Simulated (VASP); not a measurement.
Wanted: the native input for a VASP 6.6.1 run.

```
Task                   : single point
Functional             : r2SCAN
Potentials or basis    : VASP PAW PBE potentials, release 64 (Sn_d, O)
Cutoff                 : 520 eV
k mesh                 : 12 × 12 × 12
Occupations            : fermi-dirac, width 0.1 eV
Spin                   : no spin polarisation
Dipole correction      : no
Further INCAR settings : ALGO = Normal; EDIFF = 1e-06; NBANDS = 17
```

Crystal: SnO (rock salt type).

```
Sn O
1.0
     0.00000    2.59285    2.59285
     2.59285    0.00000    2.59285
     2.59285    2.59285    0.00000
Sn O
1 1
Direct
  0.00000 0.00000 0.00000
  0.50000 0.50000 0.50000
```

These files were run (other wordings do the same):

POSCAR

```
SnO
1.0
    0.0000000000      2.5928508873      2.5928508873
    2.5928508873      0.0000000000      2.5928508873
    2.5928508873      2.5928508873      0.0000000000
Sn O
1 1
Direct
    0.0000000000      0.0000000000      0.0000000000
    0.5000000000      0.5000000000      0.5000000000
```

INCAR.step1

```
ALGO = Normal
EDIFF = 1E-4
ENCUT = 520
GGA = PE
ISMEAR = -1
LASPH = T
LCHARG = F
LREAL = F
LWAVE = T
NBANDS = 17
NELM = 60
PREC = Accurate
SIGMA = 0.1
```

INCAR.step2

```
ALGO = Normal
EDIFF = 1E-6
ENCUT = 520
ISIF = 2
ISMEAR = -1
ISTART = 1
LASPH = T
LCHARG = F
LMIXTAU = T
LREAL = F
LWAVE = F
METAGGA = R2SCAN
NBANDS = 17
NELM = 60
PREC = Accurate
SIGMA = 0.1
```

KPOINTS

```
k-points
0
Gamma
  12 12 12
```

Potentials or basis: VASP PAW PBE potentials, release 64 (Sn_d, O).

Launch:

```console
$ cat potpaw_PBE.64/Sn_d/POTCAR potpaw_PBE.64/O/POTCAR > POTCAR
$ cp INCAR.step1 INCAR
$ mpirun -np 1 vasp_std > vasp.out
$ cp INCAR.step2 INCAR
$ mpirun -np 1 vasp_std > vasp.out
```

Results of the run:

The pressure is -5.6 GPa and the band gap on the k mesh is 0.49 eV.

Caveat: the cell stands under tension; the PAW data sets were made with another functional, which shifts forces and pressure a little; spin-orbit coupling is left out, which moves the levels of the heavy elements.

Run time: 2.2 min on 1 thread of Intel(R) Xeon(R) Platinum 8259CL CPU @ 2.50GHz (Skylake/Cascade Lake), with other jobs on the host, peak memory 0.19 GiB.
